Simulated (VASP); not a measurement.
Ga3SbN2:

```
CELL_PARAMETERS angstrom
3.18945 0.00000 0.00000
0.00000 3.18945 0.00000
0.00000 0.00000 9.77576
ATOMIC_POSITIONS crystal
Ga 0.50000 0.50000 0.18173
Ga 0.50000 0.50000 0.50000
Ga 0.50000 0.50000 0.81827
Sb 0.00000 0.00000 0.00000
N 0.00000 0.00000 0.33928
N 0.00000 0.00000 0.66072
```

- Program: VASP 6.6.1
- Task: relaxation of cell and atoms
- Functional: PBE
- Potentials or basis: VASP PAW PBE potentials, release 64 (Ga_d, Sb, N)
- Cutoff: 600 eV
- k mesh: 6 × 6 × 2
- Occupations: gaussian, width 0.1 eV
- Spin: no spin polarisation

At the start: pressure -5.1 GPa; volume 16.57 Å³/atom.

Task: How do energy, volume and symmetry change on relaxing?

Result: Over 51 steps the energy falls by 930.2 meV/atom and the volume is 15.38 Å³/atom (-7.2 %); space group P4/mmm (No. 123, to 0.05 Å).

Step by step:
| step | energy change (eV) | largest force (eV/Å) | pressure (GPa) | volume (Å³) |
| --- | --- | --- | --- | --- |
| 1 | 0.0000 | 2.7948 | -5.09 | 99.44 |
| 3 | -0.2004 | 2.4392 | 34.99 | 71.90 |
| 5 | -1.4449 | 0.9556 | 16.02 | 77.67 |
| 7 | -2.1121 | 0.7462 | 6.18 | 83.12 |
| 9 | -2.9259 | 0.9601 | -0.34 | 89.92 |
| 11 | -3.5702 | 1.2027 | -5.50 | 102.21 |
| 13 | -4.0117 | 0.7066 | 2.93 | 97.48 |
| 15 | -4.2566 | 0.7280 | 3.17 | 101.33 |
| 17 | -4.4829 | 0.2012 | 0.43 | 107.38 |
| 19 | -4.4853 | 0.1218 | 0.04 | 108.21 |
| 21 | -4.4968 | 0.1726 | -0.96 | 107.82 |
| 23 | -4.5083 | 0.2280 | 0.45 | 104.48 |
| 25 | -4.5223 | 0.2097 | -0.06 | 103.34 |
| 27 | -4.6096 | 0.9670 | -0.23 | 97.86 |
| 29 | -4.7788 | 1.3890 | 0.93 | 94.28 |
| 31 | -4.8355 | 1.2505 | 2.94 | 91.14 |
| 33 | -4.8435 | 1.2978 | 2.61 | 91.41 |
| 35 | -4.8478 | 1.2119 | 2.94 | 91.13 |
| 37 | -4.8587 | 1.2075 | 2.86 | 91.19 |
| 39 | -4.9070 | 1.1881 | 2.45 | 91.46 |
| 41 | -5.0843 | 1.1208 | 0.91 | 92.53 |
| 43 | -5.4787 | 0.3712 | -3.79 | 96.76 |
| 45 | -5.5517 | 0.2189 | -2.33 | 95.15 |
| 47 | -5.5649 | 0.1902 | -0.76 | 93.62 |
| 49 | -5.5746 | 0.1653 | 0.11 | 92.62 |
| 51 | -5.5813 | 0.0070 | 0.12 | 92.30 |

Final structure:
```
Ga Sb N
1.0
     2.91120    0.00000    0.00000
     0.00000    2.91120    0.00000
     0.00000    0.00000   10.89116
Ga Sb N
3 1 2
Direct
  0.50000 0.50000 0.26313
  0.50000 0.50000 0.50000
  0.50000 0.50000 0.73687
  0.00000 0.00000 0.00000
  0.00000 0.00000 0.20866
  0.00000 0.00000 0.79134
```
